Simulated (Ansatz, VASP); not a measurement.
Two plane-wave programs on BaNaF

File INCAR:

```
SYSTEM = BaNaF
ALGO = Normal
EDIFF = 1E-7
EDIFFG = -0.01
ENCUT = 600
GGA = PE
IBRION = 2
ISIF = 3
ISMEAR = 0
LASPH = .TRUE.
LCHARG = .FALSE.
LREAL = .FALSE.
LWAVE = .FALSE.
NELM = 100
NSW = 100
PREC = Accurate
SIGMA = 0.1
```

The input KPOINTS:

```
k-points
0
G
  12 12 8
  0 0 0
```

POSCAR

```
BaNaF
1.0
    4.4421971862      0.0000000000      0.0000000000
   -2.2210985931      3.8470556119      0.0000000000
    0.0000000000      0.0000000000      6.7221212626
Na Ba F
1 1 1
Direct
    0.0000000000      0.0000000000      0.0000000000
    0.3333333333      0.6666666667      0.5000000000
    0.6666666667      0.3333333333      0.5000000000
```

Input for Ansatz:

```yaml
crystal:
  lattice:
    - [4.4421971862, 0.0, 0.0]
    - [-2.2210985931, 3.8470556119, 0.0]
    - [0.0, 0.0, 6.7221212626]
  atoms:
    - { symbol: Na, position: [0.0, 0.0, 0.0] }
    - { symbol: Ba, position: [0.3333333333, 0.6666666667, 0.5] }
    - { symbol: F, position: [0.6666666667, 0.3333333333, 0.5] }
basis:
  ecutwfc: 420
kpoints:
  mp_grid: { grid: [12, 12, 8] }
hamiltonian:
  xc: pbe
scf:
  occupations: { method: gaussian, width: 0.1 }
output:
  forces: true
  stress: true
  eigenvalues: true
relax:
  adjacent_minimum: "off"
  f_tol: 0.01
  max_steps: 80
  cell: { stress_tol: 0.05 }
```

Change from the starting cell: species swapped into the HoCuSi type (P-6m2, No. 187).

Alike in both runs: task relaxation of cell and atoms; functional PBE; k mesh 12 × 12 × 8; occupations gaussian, width 0.1 eV; no spin polarisation.

|  | VASP | Ansatz |
| --- | --- | --- |
| version | VASP 6.6.1 | Ansatz 0.2.0 |
| potentials or method | VASP PAW PBE potentials, release 64 (Na_pv, Ba_sv, F), cutoff 600 eV | scalar-relativistic, plane waves, PAW |
| valence electrons in the cell | 24 | 26 |

```tsv
	VASP	Ansatz	Ansatz less VASP
gap on the k mesh at the Fermi level, each at its own relaxed structure (eV)	none	none	-
relaxed volume (Å³/atom)	39.85	39.54	-0.309
relaxed cell length with the largest relative difference (Å)	6.912	6.966	+0.0543
```

A gap of «none» marks a metal or a gap that the smearing closes. VASP's potentials hold 24 valence electrons a cell and Ansatz's 26, so a difference there can come from the potentials and not from the codes.

Neither program's run includes spin-orbit coupling.
